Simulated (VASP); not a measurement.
A run of VASP 6.6.1 is set up as follows.

File POSCAR:

```
Te2Mo
1.0
    3.3261504810      0.0000000000      0.0000000000
   -1.6630752405      2.8805308133      0.0000000000
    0.0000000000      0.0000000000     12.7652295872
Te Mo
4 2
Direct
    0.3333333333      0.6666666667      0.6104022972
    0.6666666667      0.3333333333      0.1104022972
    0.3333333333      0.6666666667      0.8895977028
    0.6666666667      0.3333333333      0.3895977028
    0.3333333333      0.6666666667      0.2500000000
    0.6666666667      0.3333333333      0.7500000000
```

The input INCAR.step1:

```
SYSTEM = Te2Mo
ALGO = Normal ; EDIFF = 1E-4
ENCUT = 600 ; GGA = PE
ISMEAR = 0 ; LASPH = .TRUE.
LCHARG = .FALSE. ; LREAL = .FALSE.
LWAVE = .TRUE. ; NELM = 60
PREC = Accurate ; SIGMA = 0.05
```

INCAR.step2

```
SYSTEM = Te2Mo
ALGO = Normal ; EDIFF = 1E-6
EDIFFG = -0.01 ; ENCUT = 600
IBRION = 2 ; ISIF = 4
ISMEAR = 0 ; ISTART = 1
IVDW = 12 ; LASPH = .TRUE.
LCHARG = .FALSE. ; LMIXTAU = .TRUE.
LREAL = .FALSE. ; LWAVE = .FALSE.
METAGGA = R2SCAN ; NELM = 60
NSW = 60 ; PREC = Accurate
SIGMA = 0.05 ; VDW_A1 = 0.49484001
VDW_A2 = 5.73083694 ; VDW_S6 = 1.0
VDW_S8 = 0.78981345
```

File KPOINTS:

```
k-points
0
G
  10 10 4
  0 0 0
```

Potentials or basis: VASP PAW PBE potentials, release 64 (Te, Mo_sv).

Launch:

```bash
$ cat potpaw_PBE.64/Te/POTCAR potpaw_PBE.64/Mo_sv/POTCAR > POTCAR
$ cp INCAR.step1 INCAR
$ mpirun -np 1 vasp_std > vasp.out
$ cp INCAR.step2 INCAR
$ mpirun -np 1 vasp_std > vasp.out
```

Q: What does it give for the dispersion energy per atom?

A: -0.311 eV.

Q: Estimate the band gap on the k mesh.

A: Zero (bands 26 and 27 overlap by 0.09 eV).

Forces in eV/Å, atoms in the order of the input:
```
Te   0.000  0.000 -0.007
Te   0.000  0.000 -0.007
Te   0.000  0.000  0.007
Te   0.000  0.000  0.007
Mo   0.000  0.000  0.000
Mo   0.000  0.000  0.000
```

Caveat: the PAW data sets were made with another functional, which shifts forces and pressure a little; spin-orbit coupling is left out, which moves the levels of the heavy elements.
